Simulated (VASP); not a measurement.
# BaH (Pm-3m) in VASP: further runs

Runs on BaH. Level: PBE. Tasks: relaxation of cell and atoms.

All numbers are computed with VASP 6.6.1; they aren't measurements. Logs are shortened: lines on timing, memory, paths and dates and some standing lists are left out, and cuts for length are marked.

### 1 The cell of the first run

The structure is cubic, space group Pm-3m (No. 221). The conventional cell has a = 3.569 Å, b = 3.569 Å, c = 3.569 Å, α = 90.00°, β = 90.00°, γ = 90.00°. Ba (site symmetry m-3m) has 8 H at 3.09 Å and 6 Ba at 3.57 Å within 4.1 Å. H (site symmetry m-3m) has 8 Ba at 3.09 Å and 6 H at 3.57 Å within 4.1 Å.

The cell was generated, and may not be a known phase.

### 2 Relaxation of cell and atoms, PBE

The input, INCAR:

```
SYSTEM = BaH
PREC = Accurate
ENCUT = 910
EDIFF = 1E-7
ISMEAR = 0
SIGMA = 0.1
LREAL = .False.
LASPH = .True.
NELM = 120
ALGO = Normal
ISIF = 3
LWAVE = .False.
LCHARG = .False.
GGA = PE
IBRION = 2
NSW = 100
EDIFFG = -0.01
GGA_COMPAT = .False.
NELMIN = 4
```

The input, KPOINTS:

```
regular mesh
0
Gamma
  16 16 16
  0 0 0
```

The input, POSCAR:

```
BaH
1.0
    3.5692506304      0.0000000000      0.0000000000
    0.0000000000      3.5692506304      0.0000000000
    0.0000000000      0.0000000000      3.5692506304
Ba H
1 1
Direct
    0.0000000000      0.0000000000      0.0000000000
    0.5000000000      0.5000000000      0.5000000000
```

Potentials or basis: VASP PAW PBE potentials, release 64 (Ba_sv, H_h).

Command:

```
$ cat potpaw_PBE.64/Ba_sv/POTCAR potpaw_PBE.64/H_h/POTCAR > POTCAR
$ mpirun -np 1 vasp_std > vasp.out
```

OUTCAR:

```text
SYSTEM = BaH
   PREC = Accurate
   ENCUT = 910
   EDIFF = 1E-7
   ISMEAR = 0
   LREAL = .False.
   LASPH = .True.
   NELM = 120
   ISIF = 3
   GGA = PE
   IBRION = 2
   NSW = 100
   EDIFFG = -0.01
   NELMIN = 4

 ion  position               nearest neighbor table
   1  0.000  0.000  0.000-
   2  0.500  0.500  0.500-

  LATTYP: Found a simple cubic cell.
 ALAT       =     3.5692506304

  Lattice vectors:

 A1 = (   3.5692506304,   0.0000000000,   0.0000000000)
 A2 = (   0.0000000000,   3.5692506304,   0.0000000000)
 A3 = (   0.0000000000,   0.0000000000,   3.5692506304)

Analysis of symmetry for initial positions (statically):
=====================================================================
 Subroutine PRICEL returns:
 Original cell was already a primitive cell.

 Routine SETGRP: Setting up the symmetry group for a
 simple cubic supercell.

 Subroutine GETGRP returns: Found 48 space group operations
 (whereof 48 operations were pure point group operations)
 out of a pool of 48 trial point group operations.

The static configuration has the point symmetry O_h .

Analysis of symmetry for dynamics (positions and initial velocities):
=====================================================================
 Subroutine PRICEL returns:
 Original cell was already a primitive cell.

 Routine SETGRP: Setting up the symmetry group for a
 simple cubic supercell.

 Subroutine GETGRP returns: Found 48 space group operations
 (whereof 48 operations were pure point group operations)
 out of a pool of 48 trial point group operations.

The dynamic configuration has the point symmetry O_h .

 Subroutine INISYM returns: Found 48 space group operations
 (whereof 48 operations are pure point group operations),
 and found     1 'primitive' translations

----------------------------------------------------------------------------------------

                                     Primitive cell

  volume of cell :      45.4706

  direct lattice vectors                    reciprocal lattice vectors
     3.569250630  0.000000000  0.000000000     0.280170855  0.000000000  0.000000000
     0.000000000  3.569250630  0.000000000     0.000000000  0.280170855  0.000000000
     0.000000000  0.000000000  3.569250630     0.000000000  0.000000000  0.280170855

  length of vectors
     3.569250630  3.569250630  3.569250630     0.280170855  0.280170855  0.280170855

  position of ions in fractional coordinates (direct lattice)
     0.000000000  0.000000000  0.000000000
     0.500000000  0.500000000  0.500000000

  ion indices of the primitive-cell ions
   primitive index   ion index
                 1           1
                 2           2

----------------------------------------------------------------------------------------

 KPOINTS: regular mesh

Automatic generation of k-mesh.
 Grid dimensions read from file:
 generate k-points for:   16   16   16

 Generating k-lattice:

  Cartesian coordinates                     Fractional coordinates (reciprocal lattice)
     0.017510678  0.000000000  0.000000000     0.062500000  0.000000000  0.000000000
     0.000000000  0.017510678  0.000000000     0.000000000  0.062500000  0.000000000
     0.000000000  0.000000000  0.017510678     0.000000000  0.000000000  0.062500000

  Length of vectors
     0.017510678  0.017510678  0.017510678

  Shift w.r.t. Gamma in fractional coordinates (k-lattice)
     0.000000000  0.000000000  0.000000000

 Subroutine IBZKPT returns following result:
 ===========================================

 Found    165 irreducible k-points:

 Following reciprocal coordinates:
            Coordinates               Weight
  0.000000  0.000000  0.000000      1.000000
  0.062500  0.000000  0.000000      6.000000
  0.125000  0.000000  0.000000      6.000000
  0.187500  0.000000  0.000000      6.000000
  0.250000  0.000000  0.000000      6.000000
  0.312500  0.000000  0.000000      6.000000
[... 16 lines left out ...]
  0.437500  0.125000  0.000000     24.000000
  0.500000  0.125000  0.000000     12.000000
 [... further k-points ...]
   k-points           NKPTS =    165   k-points in BZ     NKDIM =    165   number of bands    NBANDS=      9
   number of dos      NEDOS =    301   number of ions     NIONS =      2
   total plane-waves  NPLWV =  46656
   dimension x,y,z NGX =    36 NGY =   36 NGZ =   36
   dimension x,y,z NGXF=    72 NGYF=   72 NGZF=   72
   ions per type =               1   1
   NGX,Y,Z   is equivalent  to a cutoff of  16.77, 16.77, 16.77 a.u.
   NGXF,Y,Z  is equivalent  to a cutoff of  33.54, 33.54, 33.54 a.u.
 SYSTEM =  BaH
   PREC   = accura    normal or accurate (medium, high low for compatibility)
   ISTART =      0    job   : 0-new  1-cont  2-samecut
   ICHARG =      2    charge: 1-file 2-atom 10-const
   ISPIN  =      1    spin polarized calculation?
   LNONCOLLINEAR =      F non collinear calculations
   LSORBIT =      F    spin-orbit coupling
   LASPH  =      T    aspherical Exc in radial PAW
   ENCUT  =  910.0 eV  66.88 Ry    8.18 a.u.   8.78  8.78  8.78*2*pi/ulx,y,z
   NELM   =    120;   NELMIN=  4; NELMDL= -5     # of ELM steps
   EDIFF  = 0.1E-06   stopping-criterion for ELM
   LREAL  =      F    real-space projection
   EDIFFG = -.1E-01   stopping-criterion for IOM
   NSW    =    100    number of steps for IOM
   IBRION =      2    ionic relax: 0-MD 1-quasi-New 2-CG
   NFREE  =      1    steps in history (QN), initial steepest desc. (CG)
   ISIF   =      3    stress and relaxation
   ISYM   =      2    0-nonsym 1-usesym 2-fastsym
   POTIM  = 0.5000    time-step for ionic-motion
   TEBEG  =    0.0;   TEEND  =   0.0 temperature during run
   PSTRESS=    0.0 pullay stress
   NELECT =      11.0000    total number of electrons
   NUPDOWN=      -1.0000    fix difference up-down
   EMIN   =  10.00;   EMAX   =-10.00  energy-range for DOS
   EFERMI =   0.00;   METHOD = LEGACY
   ISMEAR =     0;   SIGMA  =   0.10  broadening in eV -4-tet -1-fermi 0-gaus
   EFERMI_NEDOS =   21; number of points for ismear=-14 and -15
   IALGO  =     38    algorithm
   IMIX   =      4    mixing-type and parameters
     AMIX     =   0.40;   BMIX     =  1.00
     AMIX_MAG =   1.60;   BMIX_MAG =  1.00
  volume/ion in A,a.u.               =      22.74       153.43
  Fermi-wavevector in a.u.,A,eV,Ry     =   1.020067  1.927647 14.157360  1.040537
  Thomas-Fermi vector in A             =   2.153616
   LORBIT       =      0    0 simple, 1 ext, 2 COOP (PROOUT), +10 PAW based schemes
   GGA     = PE    functional components
   LHFCALC =     F    Hartree Fock is set to
   AEXX    =    0.0000 exact exchange contribution
   IVDW    =     0    specifies the selected vdW correction
   LEPSILON=     F    determine dielectric tensor
   LRPA    =     F    only Hartree local field effects (RPA)
 conjugate gradient relaxation of ions
 non-spin polarized calculation
 Gauss-broadening in eV      SIGMA  =   0.10
  energy-cutoff  :      910.00
  volume of cell :       45.47
 maximum number of plane-waves:      2897
 NGX is ok and might be reduce to    36
   NGX = 17   NGY = 17   NGZ = 17

--------------------------------------- Ionic step        1  -------------------------------------------

 number of electron      11.0000000 magnetization

 Free energy of the ion-electron system (eV)
  ---------------------------------------------------
  ext. energy  EPLUGINS =         0.00000000
  ---------------------------------------------------
  free energy    TOTEN  =        -5.10069833 eV

  energy without entropy =       -5.08737673  energy(sigma->0) =       -5.09403753

------------------------ aborting loop because EDIFF is reached ----------------------------------------

  FORCE on cell =-STRESS in cart. coord.  units (eV):
  Direction    XX          YY          ZZ          XY          YZ          ZX
  --------------------------------------------------------------------------------------
  -------------------------------------------------------------------------------------
  Total        0.1883585      0.1883585      0.1883585      0.0000000     -0.0000000      0.0000000
  in kB        6.6368901      6.6368901      6.6368901      0.0000000     -0.0000000      0.0000000
  external PRESSURE =       6.6368901 kB  Pullay stress =       0.0000000 kB
[... 57 lines left out ...]
  energy  without entropy=       -5.0893129820  energy(sigma->0) =       -5.09602625

--------------------------------------- Ionic step        3  -------------------------------------------

 number of electron      10.9999999 magnetization

 Free energy of the ion-electron system (eV)
  ---------------------------------------------------
  ext. energy  EPLUGINS =         0.00000000
  ---------------------------------------------------
  free energy    TOTEN  =        -5.10384971 eV

  energy without entropy =       -5.09038955  energy(sigma->0) =       -5.09711963

 E-fermi :   3.4441     XC(G=0):  -8.7757

 val. band max:        3.4439331382   @ k =   0.3750   0.3125   0.0000
 cond. band min:       3.4474314155   @ k =   0.1875   0.1875   0.0625
 fundamental gap:      0.0034982772
 Fermi energy:         3.4441015386

 k-point     1 :       0.0000    0.0000    0.0000
  band No.  band energies     occupation
      1     -25.8328      2.00000
      2     -10.3132      2.00000
      3     -10.3132      2.00000
      4     -10.3132      2.00000
      5      -2.0792      2.00000
      6       2.8197      2.00000
      7       2.8197      2.00000
      8       8.1116      0.00000
      9       9.3692      0.00000
[... 265 lines left out ...]
 k-point    24 :       0.5000    0.1250    0.0000
  band No.  band energies     occupation
      1     -25.6459      2.00000
      2     -11.7971      2.00000
      3     -10.3934      2.00000
      4     -10.1406      2.00000
      5      -0.1632      2.00000
      6       2.7625      2.00000
      7       3.9910      0.00000
      8       5.7960      0.00000
      9       6.1058      0.00000

 [... further k-points ...]

------------------------ aborting loop because EDIFF is reached ----------------------------------------

  FORCE on cell =-STRESS in cart. coord.  units (eV):
  Direction    XX          YY          ZZ          XY          YZ          ZX
  --------------------------------------------------------------------------------------
  -------------------------------------------------------------------------------------
  Total        0.0019095      0.0019095      0.0019095     -0.0000000     -0.0000000      0.0000000
  in kB        0.0650786      0.0650786      0.0650786     -0.0000000     -0.0000000      0.0000000
  external PRESSURE =       0.0650786 kB  Pullay stress =       0.0000000 kB
[... 17 lines left out ...]
  FREE ENERGIE OF THE ION-ELECTRON SYSTEM (eV)
  ---------------------------------------------------
  free  energy   TOTEN  =        -5.1038497074 eV

  energy  without entropy=       -5.0903895533  energy(sigma->0) =       -5.09711963

 reached required accuracy - stopping structural energy minimisation
```

Run time: 95 s. Hardware: 1 thread of Intel Xeon 6975P-C (Granite Rapids), shared host; peak memory 0.36 GiB.

Results:

```yaml
Free_energy: -5.1038 eV
Relaxed_volume: 23.51 Å³/atom
Relaxed_cell: a = 3.609 Å, b = 3.609 Å, c = 3.609 Å, α = 90.00°, β = 90.00°, γ = 90.00°
Space_group_after_relaxing_to_0.1_Å: Pm-3m (No. 221)
Energy_gained_by_relaxing: 1.6 meV/atom
Ionic_steps: 3
Pressure_after_relaxing: 0.0 GPa
Band_gap_on_the_k_mesh: zero (an odd number of electrons rules out a gap without spin polarisation)
```

Step by step:
```
step  energy change (eV)  largest force (eV/Å)  pressure (GPa)  volume (Å³)
   1              0.0000                0.0000            0.66        45.47
   2             -0.0020                0.0000            0.39        46.09
   3             -0.0032                0.0000            0.01        47.01
```

Final structure:
```cif
data_structure
_symmetry_space_group_name_H-M 'P 1'
_symmetry_Int_Tables_number 1
_cell_length_a 3.6091
_cell_length_b 3.6091
_cell_length_c 3.6091
_cell_angle_alpha 90.000
_cell_angle_beta 90.000
_cell_angle_gamma 90.000
_cell_volume 47.01
loop_
_atom_site_label
_atom_site_type_symbol
_atom_site_fract_x
_atom_site_fract_y
_atom_site_fract_z
_atom_site_occupancy
Ba1 Ba 0.00000 0.00000 0.00000 1
H1 H 0.50000 0.50000 0.50000 1
```

Caveat: spin-orbit coupling is left out, which moves the levels of the heavy elements.

[end of part 1 of 2]
